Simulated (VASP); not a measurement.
Runs of VASP 6.6.1 on Al. The structure is that of space group I4/mmm (No. 139), or close to it. The cells are those of the table. 

```tsv
cell	gap on the mesh (eV)	pressure (GPa)
a = 3.123, b = 3.123, c = 2.550 Å, angles 65.9, 65.9, 48.2°, 1 atom	none	6.3
a = 2.975, b = 2.975, c = 2.694 Å, angles 63.1, 63.1, 53.8°, 1 atom	none	(b)
a = 2.789, b = 2.789, c = 3.109 Å, angles 56.1, 56.1, 67.8°, 1 atom	none	-2.2
a = 2.804, b = 2.804, c = 3.022 Å, angles 57.4, 57.4, 65.2°, 1 atom	none	(a)
a = 3.042, b = 3.042, c = 2.623 Å, angles 64.5, 64.5, 51.1°, 1 atom	none	2.1
```

Alike in all rows: task single point; level r2SCAN; potentials or basis VASP PAW PBE potentials, release 64 (Al); no spin polarisation; k mesh 22 × 22 × 22; cutoff (eV) 520; smearing gaussian 0.15 eV.

Q: Estimate the missing entries.

A: (a) -2.6; (b) -0.9.

Caveats: the PAW data sets were made with another functional, which shifts forces and pressure a little; the stress differs along the axes, from -15 to 17 GPa (at least some runs); the stress differs along the axes, from -10 to 4 GPa (at least some runs); the stress differs along the axes, from -5 to 3 GPa (at least some runs); the stress differs along the axes, from -12 to 9 GPa (at least some runs).

A gap of «none» marks levels without a gap at the run's occupations.
